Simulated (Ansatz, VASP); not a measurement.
# TaO5: VASP beside Ansatz

```xyz
6
Lattice="2.9669 0.0000 0.0000 -1.4834 2.5694 0.0000 0.0000 0.0000 10.9385" Properties=species:S:1:pos:R:3 pbc="T T T"
Ta    1.4834    0.8565    0.0000
O     0.0000    0.0000    9.7523
O     0.0000    0.0000    1.1862
O     1.4834    0.8565    6.4672
O     0.0000    0.0000    5.4692
O     1.4834    0.8565    4.4713
```

Change from the starting cell: species swapped into the LiMg5 type (P-6m2, No. 187).

Alike in both runs: functional PBE; k mesh 12 × 12 × 4; occupations gaussian, width 0.1 eV; collinear spin.

Ansatz relaxed the structure, and its values are those at the end. VASP's run is a single point on that final structure, the one shown.

```csv
,VASP,Ansatz
version,VASP 6.6.1,Ansatz 0.2.0
potentials or method,"VASP PAW PBE potentials, release 64 (Ta_pv, O), cutoff 520 eV","scalar-relativistic, plane waves, PAW"
valence electrons in the cell,41,43
```

Ansatz gave:

| Item | Value |
| --- | --- |
| gap on the k mesh at the Fermi level (eV) | none |
| pressure (GPa) | 0.0 |
| rms of the force components (eV/Å) | 0.000 |
| net moment per atom (μB) | 0.43 |
| size of the moment on the site where the two differ most (μB) | 0.18 |

Which values does VASP return?

gap on the k mesh at the Fermi level (eV): none; pressure (GPa): 0.2; rms of the force components (eV/Å): 0.017; net moment per atom (μB): 0.34; size of the moment on the site where the two differ most (μB): 0.00.

Site moments also hang on the region over which each program counts them. A gap of «none» marks a metal or a gap that the smearing closes. VASP's potentials hold 41 valence electrons a cell and Ansatz's 43, so a difference there can come from the potentials and not from the codes.

Neither program's run includes spin-orbit coupling.
